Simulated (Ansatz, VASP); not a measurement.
## Two plane-wave programs on K4CuPb

```xyz
6
Lattice="6.4157 0.0000 0.0000 -3.2078 5.5561 0.0000 0.0000 0.0000 6.7469" Properties=species:S:1:pos:R:3 pbc="T T T"
K     0.0000    3.7041    0.0000
K     3.2078    1.8520    0.0000
K     0.0000    3.7041    3.3735
K     3.2078    1.8520    3.3735
Cu    0.0000    0.0000    3.3735
Pb    0.0000    0.0000    0.0000
```

Alike in both runs: functional PBE; k mesh 3 × 3 × 4; occupations gaussian, width 0.1 eV; no spin polarisation.

Ansatz relaxed the structure, and its values are those at the end. VASP's run is a single point on that final structure, the one shown.

```csv
,VASP,Ansatz
version,VASP 6.6.1,Ansatz 0.2.0
potentials or method,"VASP PAW PBE potentials, release 64 (K_sv, Cu, Pb_d), cutoff 520 eV","scalar-relativistic, plane waves, PAW"
valence electrons in the cell,61,69
```

|  | VASP | Ansatz | Ansatz less VASP |
| --- | --- | --- | --- |
| gap on the k mesh at the Fermi level (eV) | none | none | - |
| pressure (GPa) | 0.1 | 0.1 | -0.01 |

A gap of «none» marks a metal or a gap that the smearing closes. With one functional, cell and mesh, what is left measures potentials, basis and numerics. VASP's potentials hold 61 valence electrons a cell and Ansatz's 69, so a difference there can come from the potentials and not from the codes.

The k mesh is coarse, so the values compare programs but aren't converged. Neither program's run includes spin-orbit coupling.
